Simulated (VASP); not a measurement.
# Hf (P6/mmm) in VASP: notebook

Runs on Hf. Level: PBEsol. Tasks: relaxation of shape and atoms at fixed volume.

All numbers are computed with VASP 6.6.1; they aren't measurements. Logs are shortened: lines on timing, memory, paths and dates and some standing lists are left out, and cuts for length are marked.

## Step 1: The cell of the first run

It takes space group P6/mmm (No. 191, hexagonal). The conventional cell has a = 4.328 Å, b = 4.328 Å, c = 2.689 Å, α = 90.00°, β = 90.00°, γ = 120.00°. Hf (site symmetry -6m2) has 11 Hf at 2.50 to 2.84 Å within 3.3 Å. Within 3.5 Å of Hf (site symmetry 6/mmm) lie 14 Hf at 2.69 to 2.84 Å.

## Step 2: Relaxation of shape and atoms at fixed volume, PBEsol (volume scaled by 0.680)

INCAR reads:

```
SYSTEM = Hf
PREC = Accurate
ENCUT = 600
EDIFF = 1E-6
ISMEAR = 0
SIGMA = 0.05
LREAL = .FALSE.
LASPH = .TRUE.
NELM = 80
ALGO = Fast
ISIF = 4
LWAVE = .FALSE.
LCHARG = .FALSE.
GGA = PS
IBRION = 2
NSW = 60
EDIFFG = -0.01
```

KPOINTS reads:

```
Automatic mesh
0
G
  10 10 14
  0 0 0
```

POSCAR reads:

```
Hf
1.0
    4.3275707857      0.0000000000      0.0000000000
   -2.1637853929      3.7477862371      0.0000000000
    0.0000000000      0.0000000000      2.6888170527
Hf
3
Direct
    0.6666666667      0.3333333333      0.5000000000
    0.3333333333      0.6666666667      0.5000000000
    0.0000000000      0.0000000000      0.0000000000
```

Potentials or basis: VASP PAW PBE potentials, release 64 (Hf_pv).

On the command line:

```sh
$ cat potpaw_PBE.64/Hf_pv/POTCAR > POTCAR
$ mpirun -np 1 vasp_std > vasp.out
```

OUTCAR:

```text
SYSTEM = Hf
   PREC = Accurate
   ENCUT = 600
   EDIFF = 1E-6
   ISMEAR = 0
   LREAL = .FALSE.
   LASPH = .TRUE.
   NELM = 80
   ISIF = 4
   GGA = PS
   IBRION = 2
   NSW = 60
   EDIFFG = -0.01

 ion  position               nearest neighbor table
   1  0.667  0.333  0.500-   2 2.50   2 2.50   2 2.50   3 2.84   3 2.84   3 2.84   3 2.84   3 2.84
                             3 2.84   2 3.67   2 3.67   2 3.67   2 3.67   2 3.67   2 3.67
   2  0.333  0.667  0.500-   1 2.50   1 2.50   1 2.50   3 2.84   3 2.84   3 2.84   3 2.84   3 2.84
                             3 2.84   1 3.67   1 3.67   1 3.67   1 3.67   1 3.67   1 3.67
   3  0.000  0.000  0.000-   1 2.84   2 2.84   1 2.84   2 2.84   1 2.84   1 2.84   2 2.84   2 2.84
                             1 2.84   1 2.84   2 2.84   2 2.84

  LATTYP: Found a hexagonal cell.
 ALAT       =     4.3275707857
 C/A-ratio  =     0.6213224892

  Lattice vectors:

 A1 = (   4.3275707857,   0.0000000000,   0.0000000000)
 A2 = (  -2.1637853929,   3.7477862371,   0.0000000000)
 A3 = (   0.0000000000,   0.0000000000,   2.6888170527)

Analysis of symmetry for initial positions (statically):
=====================================================================
 Subroutine PRICEL returns:
 Original cell was already a primitive cell.

 Routine SETGRP: Setting up the symmetry group for a
 hexagonal supercell.

 Subroutine GETGRP returns: Found 24 space group operations
 (whereof 24 operations were pure point group operations)
 out of a pool of 24 trial point group operations.

The static configuration has the point symmetry D_6h.

Analysis of symmetry for dynamics (positions and initial velocities):
=====================================================================
 Subroutine PRICEL returns:
 Original cell was already a primitive cell.

 Routine SETGRP: Setting up the symmetry group for a
 hexagonal supercell.

 Subroutine GETGRP returns: Found 24 space group operations
 (whereof 24 operations were pure point group operations)
 out of a pool of 24 trial point group operations.

The dynamic configuration has the point symmetry D_6h.

 Subroutine INISYM returns: Found 24 space group operations
 (whereof 24 operations are pure point group operations),
 and found     1 'primitive' translations

----------------------------------------------------------------------------------------

                                     Primitive cell

  volume of cell :      43.6094

  direct lattice vectors                    reciprocal lattice vectors
     4.327570786  0.000000000  0.000000000     0.231076521  0.133412091  0.000000000
    -2.163785393  3.747786237  0.000000000     0.000000000  0.266824183  0.000000000
     0.000000000  0.000000000  2.688817053     0.000000000  0.000000000  0.371910762

  length of vectors
     4.327570786  4.327570786  2.688817053     0.266824183  0.266824183  0.371910762

  position of ions in fractional coordinates (direct lattice)
     0.666666667  0.333333333  0.500000000
     0.333333333  0.666666667  0.500000000
     0.000000000  0.000000000  0.000000000

  ion indices of the primitive-cell ions
   primitive index   ion index
                 1           1
                 2           2
                 3           3

----------------------------------------------------------------------------------------

 KPOINTS: Automatic mesh

Automatic generation of k-mesh.
 Grid dimensions read from file:
 generate k-points for:   10   10   14

 Generating k-lattice:

  Cartesian coordinates                     Fractional coordinates (reciprocal lattice)
     0.023107652  0.013341209  0.000000000     0.100000000  0.000000000  0.000000000
     0.000000000  0.026682418  0.000000000     0.000000000  0.100000000  0.000000000
     0.000000000  0.000000000  0.026565054     0.000000000  0.000000000  0.071428571

  Length of vectors
     0.026682418  0.026682418  0.026565054

  Shift w.r.t. Gamma in fractional coordinates (k-lattice)
     0.000000000  0.000000000  0.000000000

 Subroutine IBZKPT returns following result:
 ===========================================

 Found    112 irreducible k-points:

 Following reciprocal coordinates:
            Coordinates               Weight
  0.000000  0.000000  0.000000      1.000000
  0.100000  0.000000  0.000000      6.000000
  0.200000  0.000000  0.000000      6.000000
  0.300000 -0.000000  0.000000      6.000000
  0.400000  0.000000  0.000000      6.000000
  0.500000 -0.000000  0.000000      3.000000
[... 16 lines left out ...]
  0.300000  0.100000  0.071429     24.000000
  0.400000  0.100000  0.071429     24.000000
 [... further k-points ...]
   k-points           NKPTS =    112   k-points in BZ     NKDIM =    112   number of bands    NBANDS=     19
   number of dos      NEDOS =    301   number of ions     NIONS =      3
   total plane-waves  NPLWV =  31104
   dimension x,y,z NGX =    36 NGY =   36 NGZ =   24
   dimension x,y,z NGXF=    72 NGYF=   72 NGZF=   48
   ions per type =               3
   NGX,Y,Z   is equivalent  to a cutoff of  13.83, 13.83, 14.84 a.u.
   NGXF,Y,Z  is equivalent  to a cutoff of  27.66, 27.66, 29.68 a.u.
 SYSTEM =  Hf
   PREC   = accura    normal or accurate (medium, high low for compatibility)
   ISTART =      0    job   : 0-new  1-cont  2-samecut
   ICHARG =      2    charge: 1-file 2-atom 10-const
   ISPIN  =      1    spin polarized calculation?
   LNONCOLLINEAR =      F non collinear calculations
   LSORBIT =      F    spin-orbit coupling
   LASPH  =      T    aspherical Exc in radial PAW
   ENCUT  =  600.0 eV  44.10 Ry    6.64 a.u.   8.64  8.64  5.37*2*pi/ulx,y,z
   NELM   =     80;   NELMIN=  2; NELMDL= -5     # of ELM steps
   EDIFF  = 0.1E-05   stopping-criterion for ELM
   LREAL  =      F    real-space projection
   EDIFFG = -.1E-01   stopping-criterion for IOM
   NSW    =     60    number of steps for IOM
   IBRION =      2    ionic relax: 0-MD 1-quasi-New 2-CG
   NFREE  =      1    steps in history (QN), initial steepest desc. (CG)
   ISIF   =      4    stress and relaxation
   ISYM   =      2    0-nonsym 1-usesym 2-fastsym
   POTIM  = 0.5000    time-step for ionic-motion
   TEBEG  =    0.0;   TEEND  =   0.0 temperature during run
   PSTRESS=    0.0 pullay stress
   NELECT =      30.0000    total number of electrons
   NUPDOWN=      -1.0000    fix difference up-down
   EMIN   =  10.00;   EMAX   =-10.00  energy-range for DOS
   EFERMI =   0.00;   METHOD = LEGACY
   ISMEAR =     0;   SIGMA  =   0.05  broadening in eV -4-tet -1-fermi 0-gaus
   EFERMI_NEDOS =   21; number of points for ismear=-14 and -15
   IALGO  =     68    algorithm
   IMIX   =      4    mixing-type and parameters
     AMIX     =   0.40;   BMIX     =  1.00
     AMIX_MAG =   1.60;   BMIX_MAG =  1.00
  volume/ion in A,a.u.               =      14.54        98.10
  Fermi-wavevector in a.u.,A,eV,Ry     =   1.445180  2.730994 28.416369  2.088544
  Thomas-Fermi vector in A             =   2.563391
   LORBIT       =      0    0 simple, 1 ext, 2 COOP (PROOUT), +10 PAW based schemes
   GGA     = PS    functional components
   LHFCALC =     F    Hartree Fock is set to
   AEXX    =    0.0000 exact exchange contribution
   IVDW    =     0    specifies the selected vdW correction
   LEPSILON=     F    determine dielectric tensor
   LRPA    =     F    only Hartree local field effects (RPA)
 conjugate gradient relaxation of ions
 non-spin polarized calculation
 RMM-DIIS sequential band-by-band and
 Gauss-broadening in eV      SIGMA  =   0.05
  energy-cutoff  :      600.00
  volume of cell :       43.61
 maximum number of plane-waves:      1472
 NGX is ok and might be reduce to    36
   NGX = 17   NGY = 17   NGZ = 11

--------------------------------------- Ionic step        1  -------------------------------------------

 number of electron      29.9999998 magnetization

 Free energy of the ion-electron system (eV)
  ---------------------------------------------------
  ext. energy  EPLUGINS =         0.00000000
  ---------------------------------------------------
  free energy    TOTEN  =       -27.28124059 eV

  energy without entropy =      -27.27860609  energy(sigma->0) =      -27.27992334

------------------------ aborting loop because EDIFF is reached ----------------------------------------

  FORCE on cell =-STRESS in cart. coord.  units (eV):
  Direction    XX          YY          ZZ          XY          YZ          ZX
  --------------------------------------------------------------------------------------
  -------------------------------------------------------------------------------------
  Total       23.8307697     23.8307697     23.5537116     -0.0000000     -0.0000000      0.0000000
  in kB      875.5247058    875.5247058    865.3457987     -0.0000000     -0.0000000      0.0000000
  external PRESSURE =     872.1317368 kB  Pullay stress =       0.0000000 kB
[... 59 lines left out ...]
  energy  without entropy=      -27.2785561719  energy(sigma->0) =      -27.27991235

--------------------------------------- Ionic step        3  -------------------------------------------

 number of electron      29.9999999 magnetization

 Free energy of the ion-electron system (eV)
  ---------------------------------------------------
  ext. energy  EPLUGINS =         0.00000000
  ---------------------------------------------------
  free energy    TOTEN  =       -27.28145326 eV

  energy without entropy =      -27.27878001  energy(sigma->0) =      -27.28011664

 E-fermi :   7.8912     XC(G=0): -13.5266

 val. band max:        7.8792030040   @ k =   0.4000   0.2000   0.1429
 cond. band min:       7.8928264068   @ k =   0.5000  -0.0000   0.5000
 fundamental gap:      0.0136234028
 Fermi energy:         7.8911637217

 k-point     1 :       0.0000    0.0000    0.0000
  band No.  band energies     occupation
      1     -22.9429      2.00000
      2     -22.9429      2.00000
      3     -22.4080      2.00000
      4     -22.4080      2.00000
      5     -21.2301      2.00000
      6     -20.4814      2.00000
[... 11 lines left out ...]
     18      10.6300      0.00000
     19      10.6300      0.00000
[... 489 lines left out ...]
      3     -22.1733      2.00000
      4     -21.3373      2.00000
      5     -21.1029      2.00000
      6     -20.9370      2.00000
[... 11 lines left out ...]
     18       9.6097      0.00000
     19      11.0221      0.00000

 [... further k-points ...]

------------------------ aborting loop because EDIFF is reached ----------------------------------------

  FORCE on cell =-STRESS in cart. coord.  units (eV):
  Direction    XX          YY          ZZ          XY          YZ          ZX
  --------------------------------------------------------------------------------------
  -------------------------------------------------------------------------------------
  Total       23.7233906     23.7233906     23.7205007     -0.0000000     -0.0000000      0.0000000
  in kB      871.5796770    871.5796770    871.4735070     -0.0000000     -0.0000000      0.0000000
  external PRESSURE =     871.5442870 kB  Pullay stress =       0.0000000 kB
[... 18 lines left out ...]
  FREE ENERGIE OF THE ION-ELECTRON SYSTEM (eV)
  ---------------------------------------------------
  free  energy   TOTEN  =       -27.2814532614 eV

  energy  without entropy=      -27.2787800119  energy(sigma->0) =      -27.28011664

 reached required accuracy - stopping structural energy minimisation
```

It took 7.5 min on 1 thread of AMD EPYC 7R13, shared host; peak memory 0.22 GiB.

What came out:

```yaml
Free_energy: -27.2815 eV
Energy_gained_by_relaxing: 0.1 meV/atom
Ionic_steps: 3
Pressure_after_relaxing: 87.2 GPa
Band_gap_on_the_k_mesh: zero (band 15 reaches 8.67 eV, above the bottom of band 16 at 7.26 eV)
```

Step by step:
```csv
step,energy change (eV),largest force (eV/Å),pressure (GPa),volume (Å³)
1,0.0000,0.0000,87.21,43.61
2,0.0000,0.0000,87.11,43.61
3,-0.0002,0.0000,87.15,43.61
```

Final structure:
```
Hf
1.0
     4.33092    0.00000    0.00000
    -2.16546    3.75069    0.00000
     0.00000    0.00000    2.68466
Hf
3
Direct
  0.66667 0.33333 0.50000
  0.33333 0.66667 0.50000
  0.00000 0.00000 0.00000
```

Levels at points of the mesh, in eV from the Fermi level:
```tsv
k point	band 12	band 13	band 14	band 15	band 16	band 17	band 18	band 19
(0.00, 0.00, 0.00)	-0.64	-0.23	-0.23	-0.05	-0.05	1.27	2.74	2.74
(0.50, 0.00, 0.00)	-4.27	-1.37	-1.23	-0.79	-0.23	1.22	1.71	3.87
(0.00, 0.00, 0.50)	-3.22	-3.22	-2.63	-1.18	1.79	1.79	3.42	3.42
(0.50, 0.00, 0.50)	-3.56	-2.85	-1.30	-0.40	0.00	1.50	3.09	3.18
```

Caveat: the cell differs from its parent crystal (volume scaled by 0.680); the PAW data sets were made with another functional, which shifts forces and pressure a little; spin-orbit coupling is left out, which moves the levels of the heavy elements.

(Continued in part 2 of 3.)
